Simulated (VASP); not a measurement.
Input of a VASP 6.6.1 run:

File INCAR:

```
PREC = Accurate
ENCUT = 520
EDIFF = 1E-7
ISMEAR = 0
SIGMA = 0.1
LREAL = False
LASPH = True
NELM = 80
ALGO = Normal
ISIF = 2
LWAVE = False
LCHARG = False
LDIPOL = True
IDIPOL = 3
DIPOL = 0.5 0.5 0.333
GGA = PE
NBANDS = 57
```

Contents of KPOINTS:

```
regular mesh
0
Gamma
  6 6 1
```

POSCAR

```
Mo6CO
1.0
    4.4695355114      0.0000000000      0.0000000000
   -2.2347677557      3.8707312960      0.0000000000
    0.0000000000      0.0000000000     22.2594351375
Mo C O
6 1 1
Direct
    0.6666666667      0.3333333333      0.1796990793
    0.3333333333      0.6666666667      0.2206857490
    0.0000000000      0.0000000000      0.2616724188
    0.6666666667      0.3333333333      0.2990140341
    0.3333333333      0.6666666667      0.3355214634
    0.0000000000      0.0000000000      0.3710532224
    0.1666666667      0.3333333333      0.4752786884
    0.2415879097      0.4831758193      0.5204096391
```

Potentials or basis: VASP PAW PBE potentials, release 64 (Mo_sv, C, O).

Launch:

```bash
$ cat potpaw_PBE.64/Mo_sv/POTCAR potpaw_PBE.64/C/POTCAR potpaw_PBE.64/O/POTCAR > POTCAR
$ mpirun -np 1 vasp_std > vasp.out
```

Task: Estimate the band gap on the k mesh.

Result: Zero (filled and empty bands overlap).

Task: Estimate the largest force.

Result: 1.864 eV/Å.

Forces on the atoms (eV/Å):
```
Mo   0.000 -0.050  1.462
Mo   0.000  0.005 -0.182
Mo   0.000  0.039 -1.864
Mo   0.000  0.123 -0.465
Mo   0.000  0.146  0.298
Mo   0.000  0.257  1.821
C    0.000 -0.107 -0.430
O    0.000 -0.414 -0.639
```
